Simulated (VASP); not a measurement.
HfBr2F2: relaxation of cell and atoms with PBE

HfBr2F2:

```
CELL_PARAMETERS angstrom
7.75311 0.00000 0.00000
0.00000 7.75311 0.00000
0.00000 0.00000 4.08265
ATOMIC_POSITIONS crystal
Hf 0.00000 0.00000 0.00000
Hf 0.50000 0.50000 0.00000
Br 0.33382 0.83382 0.50000
Br 0.83382 0.66618 0.50000
Br 0.16618 0.33382 0.50000
Br 0.66618 0.16618 0.50000
F 0.36607 0.13393 0.00000
F 0.86607 0.36607 0.00000
F 0.13393 0.63393 0.00000
F 0.63393 0.86607 0.00000
```

The cell was built from a structure type or drawn by symmetry, and may not be a known phase.

```yaml
Program: VASP 6.6.1
Task: relaxation of cell and atoms
Functional: PBE
Potentials_or_basis: VASP PAW PBE potentials, release 64 (Hf_pv, Br, F)
Cutoff: 600 eV
k_mesh: 2 × 2 × 4
Occupations: gaussian, width 0.1 eV
Spin: no spin polarisation
Dipole_correction: no
Further_INCAR_settings: ALGO = Normal; EDIFF = 1e-07; IBRION = 2; EDIFFG = -0.04; NSW = 90; ISIF = 3
```

```yaml
Relaxed_volume: 17.58 Å³/atom
Relaxed_cell: a = 5.901 Å, b = 5.901 Å, c = 5.050 Å, α = 90.00°, β = 90.00°, γ = 90.00°
Space_group_after_relaxing_to_0.1_Å: P4/mbm (No. 127)
Energy_gained_by_relaxing: 1312.7 meV/atom
Ionic_steps: 20
Pressure_after_relaxing: 0.0 GPa
Largest_force_after_relaxing: 0.036 eV/Å
Band_gap_on_the_k_mesh: zero (bands 38 and 39 overlap by 0.34 eV)
```

Forces on the atoms (eV/Å):
```
Hf   0.000  0.000  0.000
Hf   0.000  0.000  0.000
Br   0.025  0.025  0.000
Br   0.025 -0.025  0.000
Br  -0.025  0.025  0.000
Br  -0.025 -0.025  0.000
F   -0.004  0.004  0.000
F   -0.004 -0.004  0.000
F    0.004  0.004  0.000
F    0.004 -0.004  0.000
```

Stress tensor (GPa, compression positive):
```
 0.03  0.00  0.00
 0.00  0.03  0.00
 0.00  0.00 -0.16
```

The path:
| step | energy change (eV) | largest force (eV/Å) | pressure (GPa) | volume (Å³) |
| --- | --- | --- | --- | --- |
| 1 | 0.0000 | 0.9837 | -14.88 | 245.41 |
| 2 | -7.7542 | 0.9241 | -6.32 | 172.35 |
| 3 | -8.6313 | 0.7592 | 4.10 | 153.72 |
| 4 | -8.6495 | 0.7213 | 6.34 | 150.93 |
| 5 | -10.9272 | 0.7502 | 11.56 | 146.50 |
| 6 | -8.3791 | 0.8743 | 40.57 | 134.88 |
| 7 | -11.2648 | 0.8372 | 15.56 | 143.97 |
| 8 | -11.2133 | 0.8657 | 19.38 | 142.06 |
| 9 | -12.4798 | 0.7456 | 6.08 | 160.14 |
| 10 | -12.5342 | 0.7855 | 3.24 | 165.90 |
| 11 | -12.8277 | 0.7484 | 0.20 | 169.14 |
| 12 | -12.8817 | 0.7071 | -1.39 | 171.15 |
| 13 | -12.9515 | 0.5230 | -0.12 | 169.39 |
| 14 | -12.9875 | 0.2605 | 1.86 | 166.89 |
| 15 | -13.0471 | 0.1915 | 1.09 | 169.38 |
| 16 | -13.1121 | 0.1297 | -0.58 | 175.38 |
| 17 | -13.1135 | 0.1296 | -0.82 | 176.33 |
| 18 | -13.1221 | 0.0581 | 0.71 | 174.93 |
| 19 | -13.1258 | 0.0841 | 0.16 | 175.42 |
| 20 | -13.1272 | 0.0356 | -0.03 | 175.82 |

Final structure:
```
Hf Br F
1.0
     5.90076    0.00000    0.00000
     0.00000    5.90076    0.00000
     0.00000    0.00000    5.04962
Hf Br F
2 4 4
Direct
  0.00000 0.00000 0.00000
  0.50000 0.50000 0.00000
  0.32159 0.82159 0.50000
  0.82159 0.67841 0.50000
  0.17841 0.32159 0.50000
  0.67841 0.17841 0.50000
  0.31485 0.18515 0.00000
  0.81485 0.31485 0.00000
  0.18515 0.68515 0.00000
  0.68515 0.81485 0.00000
```

Levels at points of the mesh, in eV from the Fermi level:
```csv
k point,band 34,band 35,band 36,band 37,band 38,band 39,band 40,band 41,band 42,band 43
"(0.00, 0.00, 0.00)",-2.56,-2.55,-0.75,0.22,0.22,0.26,0.26,0.40,1.02,1.34
"(0.50, 0.00, 0.00)",-2.57,-1.93,-1.93,-0.56,-0.56,0.62,0.62,1.06,1.06,1.16
"(0.50, 0.50, 0.00)",-2.81,-2.50,-2.50,-1.00,-1.00,-0.07,-0.07,0.81,0.81,1.57
"(0.00, 0.00, 0.50)",-2.19,-2.15,-0.55,-0.30,-0.12,-0.12,0.40,0.86,0.86,1.01
"(0.50, 0.00, 0.50)",-2.47,-2.03,-2.03,-0.51,-0.51,0.50,0.50,1.12,1.12,1.19
"(0.50, 0.50, 0.50)",-3.44,-3.35,-3.35,-0.77,-0.77,0.59,0.59,1.17,1.17,1.23
```

Wall time 23 min on 1 thread of Intel(R) Xeon(R) 6975P-C (Granite Rapids) (shared host), peak memory 0.52 GiB.

Caveat: the k points lie up to 0.53 Å⁻¹ apart in the final cell; the volume moved by over 15 % at a fixed basis, so the end points are rough; spin-orbit coupling is left out, which moves the levels of the heavy elements.
